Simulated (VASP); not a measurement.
# CO2 (Cmce) in VASP: single point with PBEsol

Aim: the single point of CO2 with PBEsol.

All numbers are computed with VASP 6.6.1; they aren't measurements. Logs are shortened: lines on timing, memory, paths and dates and some standing lists are left out, and cuts for length are marked.

### Step 1. The cell of the first run

The structure is orthorhombic, space group Cmce (No. 64). Conventional cell: a = 5.272 Å, b = 4.775 Å, c = 6.587 Å, α = 90.00°, β = 90.00°, γ = 90.00°. C (site symmetry 2/m) has 2 O at 1.17 Å within 1.6 Å. O (site symmetry m) has 1 C at 1.17 Å within 1.6 Å.

### Step 2. Single point, PBEsol

The input, INCAR:

```
PREC = Accurate ; ENCUT = 520
EDIFF = 1E-6 ; ISMEAR = 0
SIGMA = 0.01 ; LREAL = False
LASPH = True ; NELM = 100
ALGO = Normal ; ISIF = 2
LWAVE = False ; LCHARG = False
GGA = PS ; NBANDS = 25
```

The input, KPOINTS:

```
Automatic mesh
0
Gamma
  6 6 4
```

The input, POSCAR:

```
CO2
1.0
    2.6359112300     -2.3873781200      0.0000000000
    2.6359112300      2.3873781200      0.0000000000
    0.0000000000      0.0000000000      6.5871749100
C O
2 4
Direct
    0.0000000000      0.0000000000      0.0000000000
    0.5000000000      0.5000000000      0.5000000000
    0.8065085700      0.1934914300      0.8918433900
    0.1934914300      0.8065085700      0.1081566100
    0.6934914300      0.3065085700      0.3918433900
    0.3065085700      0.6934914300      0.6081566100
```

Potentials or basis: VASP PAW PBE potentials, release 64 (C, O).

Run with:

```bash
> cat potpaw_PBE.64/C/POTCAR potpaw_PBE.64/O/POTCAR > POTCAR
> mpirun -np 1 vasp_std > vasp.out
```

OUTCAR:

```text
PREC = Accurate
   ENCUT = 520
   EDIFF = 1E-6
   ISMEAR = 0
   LREAL = False
   LASPH = True
   NELM = 100
   ISIF = 2
   GGA = PS

 ion  position               nearest neighbor table
   1  0.000  0.000  0.000-   3 1.17   4 1.17
   2  0.500  0.500  0.500-   5 1.17   6 1.17
   3  0.807  0.193  0.892-   1 1.17
   4  0.193  0.807  0.108-   1 1.17
   5  0.693  0.307  0.392-   2 1.17
   6  0.307  0.693  0.608-   2 1.17

  LATTYP: Found a base centered orthorhombic cell.
 ALAT       =     4.7747562400
 B/A-ratio  =     1.1041029521
 C/A-ratio  =     1.3795834968

  Lattice vectors:

 A1 = (  -2.6359112300,  -2.3873781200,   0.0000000000)
 A2 = (   2.6359112300,  -2.3873781200,   0.0000000000)
 A3 = (   0.0000000000,   0.0000000000,   6.5871749100)

Analysis of symmetry for initial positions (statically):
=====================================================================
 Subroutine PRICEL returns:
 Original cell was already a primitive cell.

 Routine SETGRP: Setting up the symmetry group for a
 base centered orthorhombic supercell.

 Subroutine GETGRP returns: Found  8 space group operations
 (whereof  4 operations were pure point group operations)
 out of a pool of  8 trial point group operations.

The static configuration has the point symmetry C_2h.
 The point group associated with its full space group is D_2h.

Analysis of symmetry for dynamics (positions and initial velocities):
=====================================================================
 Subroutine PRICEL returns:
 Original cell was already a primitive cell.

 Routine SETGRP: Setting up the symmetry group for a
 base centered orthorhombic supercell.

 Subroutine GETGRP returns: Found  8 space group operations
 (whereof  4 operations were pure point group operations)
 out of a pool of  8 trial point group operations.

The dynamic configuration has the point symmetry C_2h.
 The point group associated with its full space group is D_2h.

 Subroutine INISYM returns: Found  8 space group operations
 (whereof  4 operations are pure point group operations),
 and found     1 'primitive' translations

----------------------------------------------------------------------------------------

                                     Primitive cell

  volume of cell :      82.9051

  direct lattice vectors                    reciprocal lattice vectors
     2.635911230 -2.387378120  0.000000000     0.189687723 -0.209434775  0.000000000
     2.635911230  2.387378120  0.000000000     0.189687723  0.209434775  0.000000000
     0.000000000  0.000000000  6.587174910     0.000000000  0.000000000  0.151810148

  length of vectors
     3.556346763  3.556346763  6.587174910     0.282567439  0.282567439  0.151810148

  position of ions in fractional coordinates (direct lattice)
     0.000000000  0.000000000  0.000000000
     0.500000000  0.500000000  0.500000000
     0.806508570  0.193491430  0.891843390
     0.193491430  0.806508570  0.108156610
     0.693491430  0.306508570  0.391843390
     0.306508570  0.693491430  0.608156610

  ion indices of the primitive-cell ions
   primitive index   ion index
                 1           1
                 2           2
                 3           3
                 4           4
                 5           5
                 6           6

----------------------------------------------------------------------------------------

 KPOINTS: Automatic mesh

Automatic generation of k-mesh.
 Grid dimensions read from file:
 generate k-points for:    6    6    4

 Generating k-lattice:

  Cartesian coordinates                     Fractional coordinates (reciprocal lattice)
     0.031614621 -0.034905796  0.000000000     0.166666667 -0.000000000  0.000000000
     0.031614621  0.034905796  0.000000000    -0.000000000  0.166666667  0.000000000
     0.000000000  0.000000000  0.037952537     0.000000000  0.000000000  0.250000000

  Length of vectors
     0.047094573  0.047094573  0.037952537

  Shift w.r.t. Gamma in fractional coordinates (k-lattice)
     0.000000000  0.000000000  0.000000000

 Subroutine IBZKPT returns following result:
 ===========================================

 Found     39 irreducible k-points:

 Following reciprocal coordinates:
            Coordinates               Weight
  0.000000  0.000000  0.000000      1.000000
  0.166667 -0.000000  0.000000      4.000000
  0.333333  0.000000  0.000000      4.000000
  0.500000  0.000000  0.000000      2.000000
  0.166667  0.166667  0.000000      2.000000
  0.333333  0.166667  0.000000      4.000000
[... 16 lines left out ...]
  0.333333  0.333333  0.250000      4.000000
  0.500000  0.333333  0.250000      8.000000
 [... further k-points ...]
   k-points           NKPTS =     39   k-points in BZ     NKDIM =     39   number of bands    NBANDS=     25
   number of dos      NEDOS =    301   number of ions     NIONS =      6
   total plane-waves  NPLWV =  39200
   dimension x,y,z NGX =    28 NGY =   28 NGZ =   50
   dimension x,y,z NGXF=    56 NGYF=   56 NGZF=  100
   ions per type =               2   4
   NGX,Y,Z   is equivalent  to a cutoff of  13.09, 13.09, 12.62 a.u.
   NGXF,Y,Z  is equivalent  to a cutoff of  26.18, 26.18, 25.24 a.u.
 SYSTEM =  unknown system
   PREC   = accura    normal or accurate (medium, high low for compatibility)
   ISTART =      0    job   : 0-new  1-cont  2-samecut
   ICHARG =      2    charge: 1-file 2-atom 10-const
   ISPIN  =      1    spin polarized calculation?
   LNONCOLLINEAR =      F non collinear calculations
   LSORBIT =      F    spin-orbit coupling
   LASPH  =      T    aspherical Exc in radial PAW
   ENCUT  =  520.0 eV  38.22 Ry    6.18 a.u.   6.61  6.61 12.25*2*pi/ulx,y,z
   NELM   =    100;   NELMIN=  2; NELMDL= -5     # of ELM steps
   EDIFF  = 0.1E-05   stopping-criterion for ELM
   LREAL  =      F    real-space projection
   EDIFFG = 0.1E-04   stopping-criterion for IOM
   NSW    =      0    number of steps for IOM
   IBRION =     -1    ionic relax: 0-MD 1-quasi-New 2-CG
   NFREE  =      0    steps in history (QN), initial steepest desc. (CG)
   ISIF   =      2    stress and relaxation
   ISYM   =      2    0-nonsym 1-usesym 2-fastsym
   POTIM  = 0.5000    time-step for ionic-motion
   TEBEG  =    0.0;   TEEND  =   0.0 temperature during run
   PSTRESS=    0.0 pullay stress
   NELECT =      32.0000    total number of electrons
   NUPDOWN=      -1.0000    fix difference up-down
   EMIN   =  10.00;   EMAX   =-10.00  energy-range for DOS
   EFERMI =   0.00;   METHOD = LEGACY
   ISMEAR =     0;   SIGMA  =   0.01  broadening in eV -4-tet -1-fermi 0-gaus
   EFERMI_NEDOS =   21; number of points for ismear=-14 and -15
   IALGO  =     38    algorithm
   IMIX   =      4    mixing-type and parameters
     AMIX     =   0.40;   BMIX     =  1.00
     AMIX_MAG =   1.60;   BMIX_MAG =  1.00
  volume/ion in A,a.u.               =      13.82        93.25
  Fermi-wavevector in a.u.,A,eV,Ry     =   1.191968  2.252492 19.330976  1.420787
  Thomas-Fermi vector in A             =   2.328017
   LORBIT       =      0    0 simple, 1 ext, 2 COOP (PROOUT), +10 PAW based schemes
   GGA     = PS    functional components
   LHFCALC =     F    Hartree Fock is set to
   AEXX    =    0.0000 exact exchange contribution
   IVDW    =     0    specifies the selected vdW correction
   LEPSILON=     F    determine dielectric tensor
   LRPA    =     F    only Hartree local field effects (RPA)
 non-spin polarized calculation
 Gauss-broadening in eV      SIGMA  =   0.01
  energy-cutoff  :      520.00
  volume of cell :       82.91
 maximum number of plane-waves:      2260
 NGX is ok and might be reduce to    28
   NGX = 13   NGY = 13   NGZ = 25

 number of electron      32.0000005 magnetization

 Free energy of the ion-electron system (eV)
  ---------------------------------------------------
  ext. energy  EPLUGINS =         0.00000000
  ---------------------------------------------------
  free energy    TOTEN  =       -47.58189720 eV

  energy without entropy =      -47.58189720  energy(sigma->0) =      -47.58189720

 E-fermi :  -3.0482     XC(G=0):  -8.3270

 val. band max:       -3.1112361950   @ k =   0.5000   0.5000   0.0000
 cond. band min:       3.4121244020   @ k =   0.0000   0.0000   0.0000
 fundamental gap:      6.5233605970
 Fermi energy:        -3.0481807525

 k-point     1 :       0.0000    0.0000    0.0000
  band No.  band energies     occupation
      1     -23.9302      2.00000
      2     -23.7603      2.00000
      3     -22.7325      2.00000
      4     -22.6511      2.00000
      5      -8.3210      2.00000
      6      -8.2417      2.00000
[... 17 lines left out ...]
     24      12.6623      0.00000
     25      13.0814      0.00000

 k-point     2 :       0.1667   -0.0000    0.0000
  band No.  band energies     occupation
      1     -23.8914      2.00000
      2     -23.7416      2.00000
      3     -22.7390      2.00000
      4     -22.6709      2.00000
      5      -8.5046      2.00000
      6      -8.2666      2.00000
[... 17 lines left out ...]
     24      11.8873      0.00000
     25      12.7710      0.00000

 k-point     3 :       0.3333    0.0000    0.0000
  band No.  band energies     occupation
      1     -23.8011      2.00000
      2     -23.7110      2.00000
      3     -22.7526      2.00000
      4     -22.7165      2.00000
      5      -8.6266      2.00000
      6      -8.3621      2.00000
[... 17 lines left out ...]
     24      10.7410      0.00000
     25      11.6984      0.00000

 k-point     4 :       0.5000    0.0000    0.0000
  band No.  band energies     occupation
      1     -23.7238      2.00000
      2     -23.7238      2.00000
      3     -22.7511      2.00000
      4     -22.7511      2.00000
      5      -8.5563      2.00000
      6      -8.5563      2.00000
[... 17 lines left out ...]
     24      10.5313      0.00000
     25      10.8662      0.00000
[... 477 lines left out ...]
 k-point    22 :      -0.1667    0.1667    0.2500
  band No.  band energies     occupation
      1     -23.8273      2.00000
      2     -23.7464      2.00000
      3     -22.7388      2.00000
      4     -22.7001      2.00000
      5      -8.5766      2.00000
      6      -8.2398      2.00000
[... 17 lines left out ...]
     24      11.4303      0.00000
     25      11.9197      0.00000

 k-point    23 :       0.3333    0.3333    0.2500
  band No.  band energies     occupation
      1     -23.7228      2.00000
      2     -23.6482      2.00000
      3     -22.7596      2.00000
      4     -22.7484      2.00000
      5      -8.6519      2.00000
      6      -8.5410      2.00000
[... 17 lines left out ...]
     24      11.2021      0.00000
     25      11.4155      0.00000

 k-point    24 :       0.5000    0.3333    0.2500
  band No.  band energies     occupation
      1     -23.6793      2.00000
      2     -23.6299      2.00000
      3     -22.7695      2.00000
      4     -22.7673      2.00000
      5      -8.6823      2.00000
      6      -8.4890      2.00000
[... 17 lines left out ...]
     24      10.3753      0.00000
     25      10.8631      0.00000

 [... further k-points ...]
[... 5 lines left out ...]
  --------------------------------------------------------------------------------------
  -------------------------------------------------------------------------------------
  Total        0.4609285      2.3841716      1.4718452      0.0000000      0.0000000      0.0000000
  in kB        8.9076464     46.0751663     28.4440561      0.0000000      0.0000000      0.0000000
  external PRESSURE =      27.8089563 kB  Pullay stress =       0.0000000 kB

 VOLUME and BASIS-vectors are now :
 -----------------------------------------------------------------------------
  energy-cutoff  :      520.00
  volume of cell :       82.91
      direct lattice vectors                 reciprocal lattice vectors
     2.635911230 -2.387378120  0.000000000     0.189687723 -0.209434775  0.000000000
     2.635911230  2.387378120  0.000000000     0.189687723  0.209434775  0.000000000
     0.000000000  0.000000000  6.587174910     0.000000000  0.000000000  0.151810148

 POSITION                                       TOTAL-FORCE (eV/Angst)
 -----------------------------------------------------------------------------------
      0.00000      0.00000      0.00000         0.000000     -0.000000      0.000000
      2.63591      0.00000      3.29359         0.000000      0.000000      0.000000
      2.63591     -1.46350      5.87473         0.000000      0.531993     -0.396737
      2.63591      1.46350      0.71245         0.000000     -0.531993      0.396737
      2.63591     -0.92387      2.58114         0.000000     -0.531993     -0.396737
      2.63591      0.92387      4.00603         0.000000      0.531993      0.396737
 -----------------------------------------------------------------------------------
    total drift:                                0.000000     -0.000000      0.000000

  FREE ENERGIE OF THE ION-ELECTRON SYSTEM (eV)
  ---------------------------------------------------
  free  energy   TOTEN  =       -47.5818971992 eV

  energy  without entropy=      -47.5818971992  energy(sigma->0) =      -47.58189720
```

Wall time 65 s (1 thread of Intel Xeon Platinum 8375C at 2.90GHz (Ice Lake), shared host); peak memory 0.21 GiB.

Results:

```yaml
Free_energy: -47.5819 eV
Pressure: 2.8 GPa
Largest_force: 0.664 eV/Å
Band_gap_on_the_k_mesh: 6.52 eV, indirect (least direct gap 7.09 eV)
```

Forces on the atoms (eV/Å):
```
C    0.000  0.000  0.000
C    0.000  0.000  0.000
O    0.000  0.532 -0.397
O    0.000 -0.532  0.397
O    0.000 -0.532 -0.397
O    0.000  0.532  0.397
```

Levels at points of the mesh, in eV from the valence-band top:
```tsv
k point	band 13	band 14	band 15	band 16	band 17	band 18	band 19	band 20
(0.00, 0.00, 0.00)	-0.98	-0.93	-0.62	-0.56	6.52	7.10	7.65	7.78
(0.50, 0.00, 0.00)	-0.70	-0.70	-0.29	-0.29	7.55	7.55	8.55	8.55
(0.50, 0.50, 0.00)	-0.99	-0.64	-0.33	0.00	7.76	8.82	8.92	8.99
(0.00, 0.00, 0.50)	-0.80	-0.80	-0.73	-0.73	7.43	7.43	7.61	7.61
(0.50, 0.00, 0.50)	-0.77	-0.77	-0.25	-0.25	7.63	7.63	8.60	8.60
(0.50, 0.50, 0.50)	-0.68	-0.68	-0.30	-0.30	8.34	8.34	8.86	8.86
```

Caveat: the PAW data sets were made with another functional, which shifts forces and pressure a little.
